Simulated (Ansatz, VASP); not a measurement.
**Two plane-wave programs on Be**

Contents of INCAR:

```
PREC = Accurate
ENCUT = 600
EDIFF = 1E-6
ISMEAR = -1
SIGMA = 0.1
LREAL = False
LASPH = True
NELM = 100
ALGO = Normal
ISIF = 3
LWAVE = False
LCHARG = False
GGA = RP
IBRION = 2
NSW = 80
EDIFFG = -0.01
```

Contents of KPOINTS:

```
Automatic mesh
0
Gamma
  16 16 9
```

Contents of POSCAR:

```
Be
1.0
    2.2865984029      0.0000000000      0.0000000000
   -1.1432992015      1.9802523052      0.0000000000
    0.0000000000      0.0000000000      3.5833000000
Be
2
Direct
    0.3333333333      0.6666666667      0.2500000000
    0.6666666667      0.3333333333      0.7500000000
```

Input for Ansatz:

```yaml
crystal:
  lattice:
    - [2.2865984029, 0.0, 0.0]
    - [-1.1432992015, 1.9802523052, 0.0]
    - [0.0, 0.0, 3.5833]
  atoms:
    - { symbol: Be, position: [0.3333333333, 0.6666666667, 0.25] }
    - { symbol: Be, position: [0.6666666667, 0.3333333333, 0.75] }
hamiltonian:
  xc: rpbe
  pseudopotentials:
    kind: paw
    azcp:
      Be: "pseudopotentials/Be.paw.azcp"
basis:
  ecutwfc: 420
  fft_grid_basis: typed
kpoints:
  mp_grid: { grid: [16, 16, 9], shift: [0, 0, 0] }
magnetization:
  spin_polarized: false
scf:
  occupations: { method: fermi_dirac, width: 0.1 }
relax:
  max_steps: 60
  f_tol: 0.01
  cell: {}
```

Alike in both runs: task relaxation of cell and atoms; functional RPBE; k mesh 16 × 16 × 9; occupations fermi-dirac, width 0.1 eV; no spin polarisation.

```csv
,VASP,Ansatz
version,VASP 6.6.1,Ansatz 0.2.0
potentials or method,"VASP PAW PBE potentials, release 64 (Be), cutoff 600 eV","plane waves (420 eV) with PAW, scalar-relativistic"
valence electrons in the cell,4,4
```

|  | VASP | Ansatz | Ansatz less VASP |
| --- | --- | --- | --- |
| relaxed volume (Å³/atom) | 8.12 | 8.11 | -0.004 |
| relaxed cell length with the largest relative difference (Å) | 2.286 | 2.286 | -0.0004 |

VASP's potentials were made for PBE, not for RPBE.
